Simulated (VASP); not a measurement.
## C: single point with PBE

C:

```
C
1.0
     0.00000    1.81573    1.81573
     1.81573    0.00000    1.81573
     1.81573    1.81573    0.00000
C
2
Direct
  0.00000 0.00000 0.00000
  0.25000 0.25000 0.25000
```

This cell differs from its parent crystal: strain +2.0%.

```yaml
Program: VASP 6.6.1
Task: single point
Functional: PBE
Potentials_or_basis: VASP PAW PBE potentials, release 64 (C)
Cutoff: 520 eV
k_mesh: 6 × 6 × 6
Occupations: gaussian, width 0.01 eV
Spin: no spin polarisation
Dipole_correction: no
Further_INCAR_settings: ALGO = Normal; EDIFF = 1e-06; NBANDS = 11
```

```yaml
Pressure: -19.1 GPa
Band_gap_on_the_k_mesh: 4.03 eV, indirect (least direct gap 5.44 eV)
```

Levels at points of the mesh, in eV from the valence-band top:
| k point | band 1 | band 2 | band 3 | band 4 | band 5 | band 6 | band 7 | band 8 | band 9 |
| --- | --- | --- | --- | --- | --- | --- | --- | --- | --- |
| (0.00, 0.00, 0.00) | -20.77 | 0.00 | 0.00 | 0.00 | 5.44 | 5.44 | 5.44 | 12.12 | 18.62 |
| (0.50, 0.00, 0.00) | -15.29 | -12.79 | -2.66 | -2.66 | 8.13 | 8.23 | 8.23 | 15.19 | 21.14 |
| (0.50, 0.50, 0.00) | -12.39 | -12.39 | -5.98 | -5.98 | 4.64 | 4.64 | 16.00 | 16.00 | 22.26 |

It took 6.2 s on 1 thread of AMD EPYC 7R13, with other jobs on the host, peak memory 0.08 GiB.

Caveat: the k points lie up to 0.50 Å⁻¹ apart; the cell differs from its parent crystal (strain +2.0%). A k mesh can miss the band edges.
